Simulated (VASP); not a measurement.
# Sr (Im-3m) in VASP: notebook

Runs on Sr. Level: PBEsol. Tasks: single point, relaxation of cell and atoms.

Program: VASP 6.6.1. These are calculated values, not measurements. Logs are shortened: lines on timing, memory, paths and dates and some standing lists are left out, and cuts for length are marked.

## Step 1: The cell of the first run

The structure is cubic, space group Im-3m (No. 229). The conventional cell has a = 4.663 Å, b = 4.663 Å, c = 4.663 Å, α = 90.00°, β = 90.00°, γ = 90.00°. Sr (site symmetry m-3m) has 14 Sr at 4.04 to 4.66 Å within 5.3 Å.

This isn't the form of Sr at room conditions, which is fcc.

## Step 2: Single point, PBEsol

File INCAR:

```
ALGO = Normal ; EDIFF = 1E-6
ENCUT = 500 ; GGA = PS
GGA_COMPAT = F ; ISIF = 2
ISMEAR = 0 ; LASPH = T
LCHARG = F ; LREAL = F
LWAVE = F ; NBANDS = 11
NELM = 120 ; PREC = Accurate
SIGMA = 0.05
```

File KPOINTS:

```
k-points
0
Gamma
  6 6 6
```

File POSCAR:

```
Sr
1.0
   -2.3314950259      2.3314950259      2.3314950259
    2.3314950259     -2.3314950259      2.3314950259
    2.3314950259      2.3314950259     -2.3314950259
Sr
1
Direct
    0.0000000000      0.0000000000      0.0000000000
```

Potentials or basis: VASP PAW PBE potentials, release 64 (Sr_sv).

The run is started by

```bash
$ cat potpaw_PBE.64/Sr_sv/POTCAR > POTCAR
$ mpirun -np 1 vasp_std > vasp.out
```

OUTCAR:

```text
EDIFF = 1E-6
   ENCUT = 500
   GGA = PS
   ISIF = 2
   ISMEAR = 0
   LASPH = T
   LREAL = F
   NELM = 120
   PREC = Accurate

 ion  position               nearest neighbor table
   1  0.000  0.000  0.000-

  LATTYP: Found a body centered cubic cell.
 ALAT       =     4.6629900518

  Lattice vectors:

 A1 = (  -2.3314950259,   2.3314950259,   2.3314950259)
 A2 = (   2.3314950259,  -2.3314950259,   2.3314950259)
 A3 = (   2.3314950259,   2.3314950259,  -2.3314950259)

Analysis of symmetry for initial positions (statically):
=====================================================================
 Subroutine PRICEL returns:
 Original cell was already a primitive cell.

 Routine SETGRP: Setting up the symmetry group for a
 body centered cubic supercell.

 Subroutine GETGRP returns: Found 48 space group operations
 (whereof 48 operations were pure point group operations)
 out of a pool of 48 trial point group operations.

The static configuration has the point symmetry O_h .

Analysis of symmetry for dynamics (positions and initial velocities):
=====================================================================
 Subroutine PRICEL returns:
 Original cell was already a primitive cell.

 Routine SETGRP: Setting up the symmetry group for a
 body centered cubic supercell.

 Subroutine GETGRP returns: Found 48 space group operations
 (whereof 48 operations were pure point group operations)
 out of a pool of 48 trial point group operations.

The dynamic configuration has the point symmetry O_h .

 Subroutine INISYM returns: Found 48 space group operations
 (whereof 48 operations are pure point group operations),
 and found     1 'primitive' translations

----------------------------------------------------------------------------------------

                                     Primitive cell

  volume of cell :      50.6948

  direct lattice vectors                    reciprocal lattice vectors
    -2.331495026  2.331495026  2.331495026     0.000000000  0.214454672  0.214454672
     2.331495026 -2.331495026  2.331495026     0.214454672  0.000000000  0.214454672
     2.331495026  2.331495026 -2.331495026     0.214454672  0.214454672  0.000000000

  length of vectors
     4.038267842  4.038267842  4.038267842     0.303284705  0.303284705  0.303284705

  position of ions in fractional coordinates (direct lattice)
     0.000000000  0.000000000  0.000000000

  ion indices of the primitive-cell ions
   primitive index   ion index
                 1           1

----------------------------------------------------------------------------------------

 KPOINTS: k-points

Automatic generation of k-mesh.
 Grid dimensions read from file:
 generate k-points for:    6    6    6

 Generating k-lattice:

  Cartesian coordinates                     Fractional coordinates (reciprocal lattice)
     0.000000000  0.035742445  0.035742445     0.166666667  0.000000000  0.000000000
     0.035742445  0.000000000  0.035742445     0.000000000  0.166666667  0.000000000
     0.035742445  0.035742445  0.000000000     0.000000000  0.000000000  0.166666667

  Length of vectors
     0.050547451  0.050547451  0.050547451

  Shift w.r.t. Gamma in fractional coordinates (k-lattice)
     0.000000000  0.000000000  0.000000000

 Subroutine IBZKPT returns following result:
 ===========================================

 Found     16 irreducible k-points:

 Following reciprocal coordinates:
            Coordinates               Weight
  0.000000  0.000000  0.000000      1.000000
  0.166667  0.000000  0.000000     12.000000
  0.333333  0.000000  0.000000     12.000000
  0.500000  0.000000  0.000000      6.000000
  0.166667  0.166667  0.000000     24.000000
  0.333333  0.166667  0.000000     48.000000
[... 8 lines left out ...]
  0.500000  0.500000  0.333333     12.000000
  0.500000  0.500000  0.500000      1.000000
   k-points           NKPTS =     16   k-points in BZ     NKDIM =     16   number of bands    NBANDS=     11
   number of dos      NEDOS =    301   number of ions     NIONS =      1
   total plane-waves  NPLWV =  27000
   dimension x,y,z NGX =    30 NGY =   30 NGZ =   30
   dimension x,y,z NGXF=    60 NGYF=   60 NGZF=   60
   ions per type =               1
   NGX,Y,Z   is equivalent  to a cutoff of  12.35, 12.35, 12.35 a.u.
   NGXF,Y,Z  is equivalent  to a cutoff of  24.70, 24.70, 24.70 a.u.
 SYSTEM =  unknown system
   PREC   = accura    normal or accurate (medium, high low for compatibility)
   ISTART =      0    job   : 0-new  1-cont  2-samecut
   ICHARG =      2    charge: 1-file 2-atom 10-const
   ISPIN  =      1    spin polarized calculation?
   LNONCOLLINEAR =      F non collinear calculations
   LSORBIT =      F    spin-orbit coupling
   LASPH  =      T    aspherical Exc in radial PAW
   ENCUT  =  500.0 eV  36.75 Ry    6.06 a.u.   7.36  7.36  7.36*2*pi/ulx,y,z
   NELM   =    120;   NELMIN=  2; NELMDL= -5     # of ELM steps
   EDIFF  = 0.1E-05   stopping-criterion for ELM
   LREAL  =      F    real-space projection
   EDIFFG = 0.1E-04   stopping-criterion for IOM
   NSW    =      0    number of steps for IOM
   IBRION =     -1    ionic relax: 0-MD 1-quasi-New 2-CG
   NFREE  =      0    steps in history (QN), initial steepest desc. (CG)
   ISIF   =      2    stress and relaxation
   ISYM   =      2    0-nonsym 1-usesym 2-fastsym
   POTIM  = 0.5000    time-step for ionic-motion
   TEBEG  =    0.0;   TEEND  =   0.0 temperature during run
   PSTRESS=    0.0 pullay stress
   NELECT =      10.0000    total number of electrons
   NUPDOWN=      -1.0000    fix difference up-down
   EMIN   =  10.00;   EMAX   =-10.00  energy-range for DOS
   EFERMI =   0.00;   METHOD = LEGACY
   ISMEAR =     0;   SIGMA  =   0.05  broadening in eV -4-tet -1-fermi 0-gaus
   EFERMI_NEDOS =   21; number of points for ismear=-14 and -15
   IALGO  =     38    algorithm
   IMIX   =      4    mixing-type and parameters
     AMIX     =   0.40;   BMIX     =  1.00
     AMIX_MAG =   1.60;   BMIX_MAG =  1.00
  volume/ion in A,a.u.               =      50.69       342.11
  Fermi-wavevector in a.u.,A,eV,Ry     =   0.952987  1.800884 12.356598  0.908184
  Thomas-Fermi vector in A             =   2.081601
   LORBIT       =      0    0 simple, 1 ext, 2 COOP (PROOUT), +10 PAW based schemes
   GGA     = PS    functional components
   LHFCALC =     F    Hartree Fock is set to
   AEXX    =    0.0000 exact exchange contribution
   IVDW    =     0    specifies the selected vdW correction
   LEPSILON=     F    determine dielectric tensor
   LRPA    =     F    only Hartree local field effects (RPA)
 non-spin polarized calculation
 Gauss-broadening in eV      SIGMA  =   0.05
  energy-cutoff  :      500.00
  volume of cell :       50.69
 maximum number of plane-waves:      1310
 NGX is ok and might be reduce to    30
   NGX = 15   NGY = 15   NGZ = 15

 number of electron      10.0000000 magnetization

 Free energy of the ion-electron system (eV)
  ---------------------------------------------------
  ext. energy  EPLUGINS =         0.00000000
  ---------------------------------------------------
  free energy    TOTEN  =        -1.83613448 eV

  energy without entropy =       -1.83389502  energy(sigma->0) =       -1.83501475

 E-fermi :   1.7139     XC(G=0):  -7.6859

 val. band max:        1.6962314814   @ k =   0.5000   0.5000   0.3333
 cond. band min:       1.9596170414   @ k =   0.5000   0.5000   0.1667
 fundamental gap:      0.2633855600
 Fermi energy:         1.7139057515

 k-point     1 :       0.0000    0.0000    0.0000
  band No.  band energies     occupation
      1     -34.5963      2.00000
      2     -16.4780      2.00000
      3     -16.4780      2.00000
      4     -16.4780      2.00000
      5      -1.9982      2.00000
      6       4.2351      0.00000
      7       4.2351      0.00000
      8       4.2351      0.00000
      9       5.6744      0.00000
     10       5.6744      0.00000
     11      10.1737      0.00000

 k-point     2 :       0.1667    0.0000    0.0000
  band No.  band energies     occupation
      1     -34.5907      2.00000
      2     -16.5471      2.00000
      3     -16.5002      2.00000
      4     -16.4782      2.00000
      5      -1.4982      2.00000
      6       3.8122      0.00000
      7       3.8372      0.00000
      8       4.7352      0.00000
      9       5.3357      0.00000
     10       5.6691      0.00000
     11      10.4985      0.00000

 k-point     3 :       0.3333    0.0000    0.0000
  band No.  band energies     occupation
      1     -34.5793      2.00000
      2     -16.6807      2.00000
      3     -16.5441      2.00000
      4     -16.4786      2.00000
      5      -0.2423      2.00000
      6       2.7238      0.00000
      7       3.2292      0.00000
      8       5.5455      0.00000
      9       5.8892      0.00000
     10       6.1363      0.00000
     11       9.1991      0.00000

 k-point     4 :       0.5000    0.0000    0.0000
  band No.  band energies     occupation
      1     -34.5737      2.00000
      2     -16.7454      2.00000
      3     -16.5658      2.00000
      4     -16.4787      2.00000
      5       0.7080      2.00000
      6       2.1370      0.00000
      7       2.9813      0.00000
      8       5.5087      0.00000
      9       6.2239      0.00000
     10       7.5765      0.00000
     11       8.2175      0.00000
[... 127 lines left out ...]
 k-point    14 :      -0.3333    0.3333    0.3333
  band No.  band energies     occupation
      1     -34.5654      2.00000
      2     -16.6543      2.00000
      3     -16.6179      2.00000
      4     -16.6179      2.00000
      5       1.0462      2.00000
      6       2.1961      0.00000
      7       4.4010      0.00000
      8       4.4010      0.00000
      9       5.0631      0.00000
     10       6.1588      0.00000
     11       9.6492      0.00000

 k-point    15 :       0.5000    0.5000    0.3333
  band No.  band energies     occupation
      1     -34.5608      2.00000
      2     -16.6868      2.00000
      3     -16.6421      2.00000
      4     -16.6212      2.00000
      5       1.6608      1.86686
      6       1.6962      1.38286
      7       4.1815      0.00000
      8       4.6115      0.00000
      9       5.9348      0.00000
     10       7.2352      0.00000
     11       7.7606      0.00000

 k-point    16 :       0.5000    0.5000    0.5000
  band No.  band energies     occupation
      1     -34.5565      2.00000
      2     -16.6671      2.00000
      3     -16.6671      2.00000
      4     -16.6671      2.00000
      5       1.5323      2.00000
      6       1.5323      2.00000
      7       5.7237      0.00000
      8       5.7237      0.00000
      9       5.7237      0.00000
     10       7.1310      0.00000
     11       7.1310      0.00000

------------------------ aborting loop because EDIFF is reached ----------------------------------------

  FORCE on cell =-STRESS in cart. coord.  units (eV):
  Direction    XX          YY          ZZ          XY          YZ          ZX
  --------------------------------------------------------------------------------------
  -------------------------------------------------------------------------------------
  Total       -0.0020278     -0.0020278     -0.0020278      0.0000000      0.0000000     -0.0000000
  in kB       -0.0640868     -0.0640868     -0.0640868      0.0000000      0.0000000     -0.0000000
  external PRESSURE =      -0.0640868 kB  Pullay stress =       0.0000000 kB

 VOLUME and BASIS-vectors are now :
 -----------------------------------------------------------------------------
  energy-cutoff  :      500.00
  volume of cell :       50.69
      direct lattice vectors                 reciprocal lattice vectors
    -2.331495026  2.331495026  2.331495026     0.000000000  0.214454672  0.214454672
     2.331495026 -2.331495026  2.331495026     0.214454672  0.000000000  0.214454672
     2.331495026  2.331495026 -2.331495026     0.214454672  0.214454672  0.000000000

 POSITION                                       TOTAL-FORCE (eV/Angst)
 -----------------------------------------------------------------------------------
      0.00000      0.00000      0.00000         0.000000     -0.000000      0.000000
 -----------------------------------------------------------------------------------
    total drift:                               -0.000000     -0.000000      0.000000

  FREE ENERGIE OF THE ION-ELECTRON SYSTEM (eV)
  ---------------------------------------------------
  free  energy   TOTEN  =        -1.8361344793 eV

  energy  without entropy=       -1.8338950150  energy(sigma->0) =       -1.83501475
```

It took 7.8 s on 1 thread of Intel Xeon 8259CL, shared host; peak memory 0.16 GiB.

What came out:

| Property | Result |
| --- | --- |
| Free energy | -1.8361 eV |
| Pressure | 0.0 GPa |
| Band gap on the k mesh | zero (bands 5 and 6 overlap by 0.45 eV) |

Levels at points of the mesh, in eV from the Fermi level:
```
           k point  band 1  band 2  band 3  band 4  band 5  band 6  band 7  band 8  band 9  band 10
(0.00, 0.00, 0.00)  -36.31  -18.19  -18.19  -18.19   -3.71    2.52    2.52    2.52    3.96     3.96
(0.50, 0.00, 0.00)  -36.29  -18.46  -18.28  -18.19   -1.01    0.42    1.27    3.79    4.51     5.86
(0.50, 0.50, 0.50)  -36.27  -18.38  -18.38  -18.38   -0.18   -0.18    4.01    4.01    4.01     5.42
```

Caveat: the PAW data sets were made with another functional, which shifts forces and pressure a little.

## Step 3: Relaxation of cell and atoms, PBEsol

This run uses another cell than the first one, of 57.75 Å³/atom.

File INCAR:

```
SYSTEM = Sr
  ALGO = Normal
  EDIFF = 1E-7
  EDIFFG = -0.01
  ENCUT = 500
  GGA = PS
  GGA_COMPAT = .False.
  IBRION = 2
  ISIF = 3
  ISMEAR = 0
  LASPH = .True.
  LCHARG = .False.
  LREAL = .False.
  LWAVE = .False.
  NELM = 120
  NELMIN = 4
  NSW = 80
  PREC = Accurate
  SIGMA = 0.05
```

File KPOINTS:

```
k-points
0
Gamma
  6 6 6
  0 0 0
```

File POSCAR:

```
Sr
1.0
   -2.4350000000      2.4350000000      2.4350000000
    2.4350000000     -2.4350000000      2.4350000000
    2.4350000000      2.4350000000     -2.4350000000
Sr
1
Direct
    0.0000000000      0.0000000000      0.0000000000
```

Potentials or basis: VASP PAW PBE potentials, release 64 (Sr_sv).

The run is started by

```bash
$ cat potpaw_PBE.64/Sr_sv/POTCAR > POTCAR
$ mpirun -np 1 vasp_std > vasp.out
```

Wall time 31 s (1 thread of Intel Xeon 8259CL, shared host); peak memory 0.19 GiB.

The run converged. Its results:

| Item | Value |
| --- | --- |
| Free energy | -1.8364 eV |
| Relaxed volume | 50.69 Å³/atom |
| Relaxed cell | a = 4.038 Å, b = 4.038 Å, c = 4.038 Å, α = 109.47°, β = 109.47°, γ = 109.47° |
| Space group after relaxing (to 0.1 Å) | Im-3m (No. 229) |
| Energy gained by relaxing | 34.6 meV/atom |
| Ionic steps | 4 |
| Pressure after relaxing | 0.0 GPa |
| Band gap on the k mesh | zero (bands 5 and 6 overlap by 0.45 eV) |

The path:
| step | energy change (eV) | largest force (eV/Å) | pressure (GPa) | volume (Å³) |
| --- | --- | --- | --- | --- |
| 1 | 0.0000 | 0.0000 | -1.41 | 57.75 |
| 2 | -0.0281 | 0.0000 | -0.69 | 53.60 |
| 3 | -0.0344 | 0.0000 | -0.12 | 51.16 |
| 4 | -0.0346 | 0.0000 | 0.00 | 50.69 |

Final structure:
```
CELL_PARAMETERS angstrom
-2.33145 2.33145 2.33145
2.33145 -2.33145 2.33145
2.33145 2.33145 -2.33145
ATOMIC_POSITIONS crystal
Sr 0.00000 0.00000 0.00000
```

Levels at points of the mesh, in eV from the Fermi level:
| k point | band 1 | band 2 | band 3 | band 4 | band 5 | band 6 | band 7 | band 8 | band 9 |
| --- | --- | --- | --- | --- | --- | --- | --- | --- | --- |
| (0.00, 0.00, 0.00) | -36.31 | -18.19 | -18.19 | -18.19 | -3.71 | 2.52 | 2.52 | 2.52 | 3.96 |
| (0.50, 0.00, 0.00) | -36.29 | -18.46 | -18.28 | -18.19 | -1.01 | 0.42 | 1.27 | 3.79 | 4.51 |
| (0.50, 0.50, 0.50) | -36.27 | -18.38 | -18.38 | -18.38 | -0.18 | -0.18 | 4.01 | 4.01 | 4.01 |

Caveat: the PAW data sets were made with another functional, which shifts forces and pressure a little.

The gap in the log of VASP goes by the Fermi energy; the results here count the filled bands.